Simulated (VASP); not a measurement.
# Au (I4/mmm) in VASP: a series of runs

Runs on Au. Level: r2SCAN. Tasks: single point.

All numbers are computed with VASP 6.6.1; they aren't measurements. Logs are shortened: lines on timing, memory, paths and dates and some standing lists are left out, and cuts for length are marked.

### 1 The cell of the first run

The structure is tetragonal, space group I4/mmm (No. 139). The conventional cell has a = 3.232 Å, b = 3.232 Å, c = 3.315 Å, α = 90.00°, β = 90.00°, γ = 90.00°. Within 3.7 Å of Au (site symmetry 4/mmm) lie 14 Au at 2.82 to 3.31 Å.

### 2 Single point, r2SCAN (strain -0.025 along x and y, +0.000 along z)

File POSCAR:

```
Au
1.0
   -1.6158372750      1.6158372750      1.6572690000
    1.6158372750     -1.6158372750      1.6572690000
    1.6158372750      1.6158372750     -1.6572690000
Au
1
Direct
    0.0000000000      0.0000000000      0.0000000000
```

File INCAR.step1:

```
SYSTEM = Au
PREC     = Accurate       ! precision mode
ENCUT    = 520            ! plane-wave cutoff, eV
ISMEAR   = 0              ! smearing method
SIGMA    = 0.15           ! smearing width, eV
LREAL    = .False.        ! projectors in reciprocal space
LASPH    = .True.         ! aspherical terms in the spheres
NELM     = 100            ! most SCF steps
NBANDS   = 12             ! bands
GGA      = PE             ! functional
ALGO     = Normal         ! electronic algorithm
EDIFF    = 1E-4           ! SCF threshold, eV
LWAVE    = .True.         ! write WAVECAR
LCHARG   = .False.        ! write CHGCAR
```

File INCAR.step2:

```
SYSTEM = Au
PREC     = Accurate       ! precision mode
ENCUT    = 520            ! plane-wave cutoff, eV
EDIFF    = 1E-6           ! SCF threshold, eV
ISMEAR   = 0              ! smearing method
SIGMA    = 0.15           ! smearing width, eV
LREAL    = .False.        ! projectors in reciprocal space
LASPH    = .True.         ! aspherical terms in the spheres
NELM     = 100            ! most SCF steps
ALGO     = Normal         ! electronic algorithm
ISIF     = 2              ! what is computed and relaxed
LWAVE    = .False.        ! write WAVECAR
LCHARG   = .False.        ! write CHGCAR
METAGGA  = R2SCAN         ! meta-GGA
LMIXTAU  = .True.       
NBANDS   = 12             ! bands
ISTART   = 1
```

File KPOINTS:

```
Automatic mesh
0
Gamma
  20 20 20
  0 0 0
```

Potentials or basis: VASP PAW PBE potentials, release 64 (Au).

Command:

```console
$ cat potpaw_PBE.64/Au/POTCAR > POTCAR
$ cp INCAR.step1 INCAR
$ mpirun -np 1 vasp_std > vasp.out
$ cp INCAR.step2 INCAR
$ mpirun -np 1 vasp_std > vasp.out
```

OUTCAR:

```text
SYSTEM = Au
   PREC = Accurate
   ENCUT = 520
   EDIFF = 1E-6
   ISMEAR = 0
   LREAL = .False.
   LASPH = .True.
   NELM = 100
   ISIF = 2
   METAGGA = R2SCAN
   ISTART = 1

 ion  position               nearest neighbor table
   1  0.000  0.000  0.000-

  LATTYP: Found a body centered tetragonal cell.
 ALAT       =     3.2316745500
 C/A-ratio  =     1.0256410256

  Lattice vectors:

 A1 = (  -1.6158372750,   1.6158372750,   1.6572690000)
 A2 = (   1.6158372750,  -1.6158372750,   1.6572690000)
 A3 = (   1.6158372750,   1.6158372750,  -1.6572690000)

Analysis of symmetry for initial positions (statically):
=====================================================================
 Subroutine PRICEL returns:
 Original cell was already a primitive cell.

 Routine SETGRP: Setting up the symmetry group for a
 body centered tetragonal supercell.

 Subroutine GETGRP returns: Found 16 space group operations
 (whereof 16 operations were pure point group operations)
 out of a pool of 16 trial point group operations.

The static configuration has the point symmetry D_4h.

Analysis of symmetry for dynamics (positions and initial velocities):
=====================================================================
 Subroutine PRICEL returns:
 Original cell was already a primitive cell.

 Routine SETGRP: Setting up the symmetry group for a
 body centered tetragonal supercell.

 Subroutine GETGRP returns: Found 16 space group operations
 (whereof 16 operations were pure point group operations)
 out of a pool of 16 trial point group operations.

The dynamic configuration has the point symmetry D_4h.

 Subroutine INISYM returns: Found 16 space group operations
 (whereof 16 operations are pure point group operations),
 and found     1 'primitive' translations

----------------------------------------------------------------------------------------

                                     Primitive cell

  volume of cell :      17.3081

  direct lattice vectors                    reciprocal lattice vectors
    -1.615837275  1.615837275  1.657269000     0.000000000  0.309437100  0.301701172
     1.615837275 -1.615837275  1.657269000     0.309437100  0.000000000  0.301701172
     1.615837275  1.615837275 -1.657269000     0.309437100  0.309437100  0.000000000

  length of vectors
     2.822835584  2.822835584  2.822835584     0.432174636  0.432174636  0.437610143

  position of ions in fractional coordinates (direct lattice)
     0.000000000  0.000000000  0.000000000

  ion indices of the primitive-cell ions
   primitive index   ion index
                 1           1

----------------------------------------------------------------------------------------

 KPOINTS: Automatic mesh

Automatic generation of k-mesh.
 Grid dimensions read from file:
 generate k-points for:   20   20   20

 Generating k-lattice:

  Cartesian coordinates                     Fractional coordinates (reciprocal lattice)
     0.000000000  0.015471855  0.015085059     0.050000000 -0.000000000  0.000000000
     0.015471855  0.000000000  0.015085059    -0.000000000  0.050000000  0.000000000
     0.015471855  0.015471855  0.000000000     0.000000000  0.000000000  0.050000000

  Length of vectors
     0.021608732  0.021608732  0.021880507

  Shift w.r.t. Gamma in fractional coordinates (k-lattice)
     0.000000000  0.000000000  0.000000000

 Subroutine IBZKPT returns following result:
 ===========================================

 Found    641 irreducible k-points:

 Following reciprocal coordinates:
            Coordinates               Weight
  0.000000  0.000000  0.000000      1.000000
  0.050000 -0.000000  0.000000      8.000000
  0.100000 -0.000000  0.000000      8.000000
  0.150000 -0.000000  0.000000      8.000000
  0.200000 -0.000000  0.000000      8.000000
  0.250000  0.000000  0.000000      8.000000
[... 16 lines left out ...]
 -0.400000  0.050000 -0.000000     16.000000
 -0.350000  0.050000 -0.000000     16.000000
 [... further k-points ...]
   k-points           NKPTS =    641   k-points in BZ     NKDIM =    641   number of bands    NBANDS=     12
   number of dos      NEDOS =    301   number of ions     NIONS =      1
   total plane-waves  NPLWV =  13824
   dimension x,y,z NGX =    24 NGY =   24 NGZ =   24
   dimension x,y,z NGXF=    48 NGYF=   48 NGZF=   48
   ions per type =               1
   NGX,Y,Z   is equivalent  to a cutoff of  14.13, 14.13, 14.13 a.u.
   NGXF,Y,Z  is equivalent  to a cutoff of  28.27, 28.27, 28.27 a.u.
 SYSTEM =  Au
   PREC   = accura    normal or accurate (medium, high low for compatibility)
   ISTART =      1    job   : 0-new  1-cont  2-samecut
   ICHARG =      0    charge: 1-file 2-atom 10-const
   ISPIN  =      1    spin polarized calculation?
   LNONCOLLINEAR =      F non collinear calculations
   LSORBIT =      F    spin-orbit coupling
   LASPH  =      T    aspherical Exc in radial PAW
   ENCUT  =  520.0 eV  38.22 Ry    6.18 a.u.   5.25  5.25  5.25*2*pi/ulx,y,z
   NELM   =    100;   NELMIN=  2; NELMDL=  0     # of ELM steps
   EDIFF  = 0.1E-05   stopping-criterion for ELM
   LREAL  =      F    real-space projection
   EDIFFG = 0.1E-04   stopping-criterion for IOM
   NSW    =      0    number of steps for IOM
   IBRION =     -1    ionic relax: 0-MD 1-quasi-New 2-CG
   NFREE  =      0    steps in history (QN), initial steepest desc. (CG)
   ISIF   =      2    stress and relaxation
   ISYM   =      2    0-nonsym 1-usesym 2-fastsym
   POTIM  = 0.5000    time-step for ionic-motion
   TEBEG  =    0.0;   TEEND  =   0.0 temperature during run
   PSTRESS=    0.0 pullay stress
   NELECT =      11.0000    total number of electrons
   NUPDOWN=      -1.0000    fix difference up-down
   EMIN   =  10.00;   EMAX   =-10.00  energy-range for DOS
   EFERMI =   0.00;   METHOD = LEGACY
   ISMEAR =     0;   SIGMA  =   0.15  broadening in eV -4-tet -1-fermi 0-gaus
   EFERMI_NEDOS =   21; number of points for ismear=-14 and -15
   IALGO  =     38    algorithm
   IMIX   =      4    mixing-type and parameters
     AMIX     =   0.40;   BMIX     =  1.00
     AMIX_MAG =   1.60;   BMIX_MAG =  1.00
  volume/ion in A,a.u.               =      17.31       116.80
  Fermi-wavevector in a.u.,A,eV,Ry     =   1.407526  2.659838 26.954888  1.981128
  Thomas-Fermi vector in A             =   2.529776
   LORBIT       =      0    0 simple, 1 ext, 2 COOP (PROOUT), +10 PAW based schemes
   METAGGA = R2SCAN    functional components
   LHFCALC =     F    Hartree Fock is set to
   AEXX    =    0.0000 exact exchange contribution
   IVDW    =     0    specifies the selected vdW correction
   LEPSILON=     F    determine dielectric tensor
   LRPA    =     F    only Hartree local field effects (RPA)
 non-spin polarized calculation
 Gauss-broadening in eV      SIGMA  =   0.15
  energy-cutoff  :      520.00
  volume of cell :       17.31
 maximum number of plane-waves:       478
 NGX is ok and might be reduce to    24
   NGX = 11   NGY = 11   NGZ = 11

 number of electron      11.0000001 magnetization

 Free energy of the ion-electron system (eV)
  ---------------------------------------------------
  ext. energy  EPLUGINS =         0.00000000
  ---------------------------------------------------
  free energy    TOTEN  =       -50.57351573 eV

  energy without entropy =      -50.57083606  energy(sigma->0) =      -50.57217589

 E-fermi :   9.1446     XC(G=0): -13.5163

 val. band max:        9.1355440281   @ k =   0.5000   0.5000   0.0500
 cond. band min:       9.1580792869   @ k =  -0.4500   0.4500   0.1000
 fundamental gap:      0.0225352588
 Fermi energy:         9.1446211378

 k-point     1 :       0.0000    0.0000    0.0000
  band No.  band energies     occupation
      1      -0.8351      2.00000
      2       3.9627      2.00000
      3       3.9627      2.00000
      4       4.1251      2.00000
      5       5.8485      2.00000
      6       6.0340      2.00000
      7      26.2007      0.00000
      8      26.6531      0.00000
      9      26.6531      0.00000
     10      33.5027      0.00000
     11      34.3846      0.00000
     12      34.3846      0.00000

 k-point     2 :       0.0500   -0.0000    0.0000
  band No.  band energies     occupation
      1      -0.7411      2.00000
      2       3.9674      2.00000
      3       3.9706      2.00000
      4       4.1546      2.00000
      5       5.8227      2.00000
      6       6.0241      2.00000
      7      26.2241      0.00000
      8      26.6425      0.00000
      9      26.7705      0.00000
     10      32.4757      0.00000
     11      33.1389      0.00000
     12      34.0178      0.00000

 k-point     3 :       0.1000   -0.0000    0.0000
  band No.  band energies     occupation
      1      -0.4649      2.00000
      2       3.9196      2.00000
      3       3.9794      2.00000
      4       4.3183      2.00000
      5       5.7474      2.00000
      6       6.0086      2.00000
      7      26.1491      0.00000
      8      26.5316      0.00000
      9      27.1145      0.00000
     10      31.0902      0.00000
     11      31.6579      0.00000
     12      33.0308      0.00000

 k-point     4 :       0.1500   -0.0000    0.0000
  band No.  band energies     occupation
      1      -0.0282      2.00000
      2       3.8032      2.00000
      3       3.9991      2.00000
      4       4.6242      2.00000
      5       5.6508      2.00000
      6       6.0018      2.00000
      7      25.3580      0.00000
      8      26.2675      0.00000
      9      27.6609      0.00000
     10      30.1506      0.00000
     11      30.8467      0.00000
     12      31.6532      0.00000

 k-point     5 :       0.2000   -0.0000    0.0000
  band No.  band energies     occupation
      1       0.5200      2.00000
      2       3.6527      2.00000
      3       4.0515      2.00000
      4       5.0399      2.00000
      5       5.5803      2.00000
      6       6.0054      2.00000
      7      23.6632      0.00000
      8      25.6936      0.00000
      9      28.3657      0.00000
     10      29.9654      0.00000
     11      30.0967      0.00000
     12      30.9009      0.00000
[... 228 lines left out ...]
      1       1.7412      2.00000
      2       3.0120      2.00000
      3       5.6776      2.00000
      4       6.0624      2.00000
      5       7.1798      2.00000
      6       8.8861      1.98520
      7      12.8225      0.00000
      8      22.2751      0.00000
      9      23.4761      0.00000
     10      31.8979      0.00000
     11      32.3503      0.00000
     12      32.8202      0.00000

 k-point    22 :      -0.4500    0.0500   -0.0000
  band No.  band energies     occupation
      1       1.7607      2.00000
      2       3.0568      2.00000
      3       5.6045      2.00000
      4       6.0643      2.00000
      5       6.8063      2.00000
      6       8.0003      2.00000
      7      14.2136      0.00000
      8      22.5050      0.00000
      9      23.9075      0.00000
     10      31.5714      0.00000
     11      32.1139      0.00000
     12      33.1123      0.00000

 k-point    23 :      -0.4000    0.0500   -0.0000
  band No.  band energies     occupation
      1       1.7657      2.00000
      2       3.1443      2.00000
      3       5.4293      2.00000
      4       5.9180      2.00000
      5       6.2393      2.00000
      6       7.1859      2.00000
      7      16.1184      0.00000
      8      22.9503      0.00000
      9      24.7111      0.00000
     10      31.0476      0.00000
     11      31.7586      0.00000
     12      33.3789      0.00000

 k-point    24 :      -0.3500    0.0500   -0.0000
  band No.  band energies     occupation
      1       1.6757      2.00000
      2       3.2680      2.00000
      3       4.8632      2.00000
      4       5.6373      2.00000
      5       6.1128      2.00000
      6       6.5319      2.00000
      7      18.2300      0.00000
      8      23.5859      0.00000
      9      25.7829      0.00000
     10      30.3264      0.00000
     11      31.4209      0.00000
     12      33.0369      0.00000

 [... further k-points ...]

------------------------ aborting loop because EDIFF is reached ----------------------------------------

  FORCE on cell =-STRESS in cart. coord.  units (eV):
  Direction    XX          YY          ZZ          XY          YZ          ZX
  --------------------------------------------------------------------------------------
  -------------------------------------------------------------------------------------
  Total        0.3033654      0.3033654      0.3098321      0.0000000     -0.0000000      0.0000000
  in kB       28.0820243     28.0820243     28.6806312      0.0000000     -0.0000000      0.0000000
  external PRESSURE =      28.2815599 kB  Pullay stress =       0.0000000 kB

 VOLUME and BASIS-vectors are now :
 -----------------------------------------------------------------------------
  energy-cutoff  :      520.00
  volume of cell :       17.31
      direct lattice vectors                 reciprocal lattice vectors
    -1.615837275  1.615837275  1.657269000     0.000000000  0.309437100  0.301701172
     1.615837275 -1.615837275  1.657269000     0.309437100  0.000000000  0.301701172
     1.615837275  1.615837275 -1.657269000     0.309437100  0.309437100  0.000000000

 POSITION                                       TOTAL-FORCE (eV/Angst)
 -----------------------------------------------------------------------------------
      0.00000      0.00000      0.00000         0.000000      0.000000      0.000000
 -----------------------------------------------------------------------------------
    total drift:                                0.000000      0.000000     -0.000000

  FREE ENERGIE OF THE ION-ELECTRON SYSTEM (eV)
  ---------------------------------------------------
  free  energy   TOTEN  =       -50.5735157308 eV

  energy  without entropy=      -50.5708360563  energy(sigma->0) =      -50.57217589
```

Run time: 8.6 min. Hardware: 1 thread of Intel Xeon 8259CL, shared host; peak memory 0.25 GiB.

What came out:

| Item | Value |
| --- | --- |
| Free energy | -50.5735 eV |
| Pressure | 2.8 GPa |
| Band gap on the k mesh | zero (an odd number of electrons rules out a gap without spin polarisation) |

Levels at points of the mesh, in eV from the Fermi level:
| k point | band 2 | band 3 | band 4 | band 5 | band 6 | band 7 | band 8 | band 9 | band 10 | band 11 |
| --- | --- | --- | --- | --- | --- | --- | --- | --- | --- | --- |
| (0.00, 0.00, 0.00) | -5.18 | -5.18 | -5.02 | -3.30 | -3.11 | 17.06 | 17.51 | 17.51 | 24.36 | 25.24 |
| (0.50, 0.00, 0.00) | -6.16 | -3.44 | -3.02 | -1.64 | -0.52 | 3.47 | 13.16 | 14.55 | 22.78 | 23.01 |
| (0.50, 0.50, 0.00) | -6.34 | -3.21 | -2.95 | -1.60 | -0.37 | 3.69 | 12.79 | 13.95 | 21.98 | 22.63 |
| (0.50, 0.50, 0.50) | -7.05 | -2.05 | -1.99 | -1.99 | 6.08 | 6.83 | 6.83 | 9.87 | 16.27 | 16.77 |

Caveat: the cell differs from its parent crystal (strain -0.025 along x and y, +0.000 along z); the PAW data sets were made with another functional, which shifts forces and pressure a little; spin-orbit coupling is left out, which moves the levels of the heavy elements.

[end of part 1 of 2]

The gap in the log of VASP goes by the Fermi energy; the results here count the filled bands.